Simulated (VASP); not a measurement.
Input of a VASP 6.6.1 run:

The input INCAR:

```
SYSTEM = Cs2HfSe6
PREC     = Accurate       ! precision mode
ENCUT    = 520            ! plane-wave cutoff, eV
EDIFF    = 1E-6           ! SCF threshold, eV
ISMEAR   = -1             ! smearing method
SIGMA    = 0.0179         ! smearing width, eV
LREAL    = .False.        ! projectors in reciprocal space
LASPH    = .True.         ! aspherical terms in the spheres
NELM     = 80             ! most SCF steps
ALGO     = Normal         ! electronic algorithm
ISIF     = 2              ! what is computed and relaxed
LWAVE    = .False.        ! write WAVECAR
LCHARG   = .False.        ! write CHGCAR
GGA      = PE             ! functional
NBANDS   = 42             ! bands
```

The input KPOINTS:

```
Automatic mesh
0
Gamma
  6 6 6
  0 0 0
```

POSCAR

```
Cs2HfSe6
1.0
    0.0000000000      4.9014808032      4.9014808032
    4.9014808032      0.0000000000      4.9014808032
    4.9014808032      4.9014808032      0.0000000000
Se Hf Cs
6 1 2
Direct
    0.7326070716      0.2673929284      0.2673929284
    0.2673929284      0.7326070716      0.2673929284
    0.2673929284      0.7326070716      0.7326070716
    0.7326070716      0.2673929284      0.7326070716
    0.2673929284      0.2673929284      0.7326070716
    0.7326070716      0.7326070716      0.2673929284
    0.0000000000      0.0000000000      0.0000000000
    0.2500000000      0.2500000000      0.2500000000
    0.7500000000      0.7500000000      0.7500000000
```

Potentials or basis: VASP PAW PBE potentials, release 64 (Se, Hf_pv, Cs_sv).

Command:

```sh
$ cat potpaw_PBE.64/Se/POTCAR potpaw_PBE.64/Hf_pv/POTCAR potpaw_PBE.64/Cs_sv/POTCAR > POTCAR
$ mpirun -np 1 vasp_std > vasp.out
```

(1) Estimate the pressure.

(2) What does it give for the band gap on the k mesh?

Answers

(1) 5.0 GPa.

(2) zero (band 32 reaches 3.91 eV, above the bottom of band 33 at 2.58 eV).

Caveat: spin-orbit coupling is left out, which moves the levels of the heavy elements.
